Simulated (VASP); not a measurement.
Write the native input for VASP 6.6.1 that does the following.

```
Task                   : single point
Functional             : LDA
Potentials or basis    : VASP PAW LDA potentials, release 64 (Al, N)
Cutoff                 : 520 eV
k mesh                 : 9 × 9 × 6
Occupations            : gaussian, width 0.05 eV
Spin                   : no spin polarisation
Dipole correction      : no
Further INCAR settings : ALGO = Normal; EDIFF = 1e-06; NBANDS = 16
```

The structure of AlN lies in POSCAR:

```
AlN
1.0
    3.0887424016      0.0000000000      0.0000000000
   -1.5443712008      2.6749293856      0.0000000000
    0.0000000000      0.0000000000      4.9437688231
Al N
2 2
Direct
    0.3221961145      0.6666666667      0.0015212672
    0.6778038855      0.3333333333      0.5015212672
    0.3432714328      0.6666666667      0.3834787328
    0.6567285672      0.3333333333      0.8834787328
```

This cell differs from its parent crystal: mode 4 frozen in at -0.034 Å and mode 5 at +0.000 Å (largest displacements).

These files were run (other wordings do the same):

INCAR

```
SYSTEM = AlN
ALGO = Normal
EDIFF = 1E-6
ENCUT = 520
ISIF = 2
ISMEAR = 0
LASPH = .True.
LCHARG = .False.
LREAL = .False.
LWAVE = .False.
NBANDS = 16
NELM = 80
PREC = Accurate
SIGMA = 0.05
```

KPOINTS

```
k-points
0
Gamma
  9 9 6
  0 0 0
```

Potentials or basis: VASP PAW LDA potentials, release 64 (Al, N).

Command:

```bash
$ cat potpaw_LDA.64/Al/POTCAR potpaw_LDA.64/N/POTCAR > POTCAR
$ mpirun -np 1 vasp_std > vasp.out
```

Results of the run:

| Property | Result |
| --- | --- |
| Pressure | 0.6 GPa |
| Largest force | 0.197 eV/Å |
| Band gap on the k mesh | 4.41 eV, direct |

Caveat: the cell differs from its parent crystal (mode 4 frozen in at -0.034 Å and mode 5 at +0.000 Å (largest displacements)).

Run time: 49 s on 1 thread of Intel Xeon 6975P-C, with other jobs on the host, peak memory 0.2 GiB.
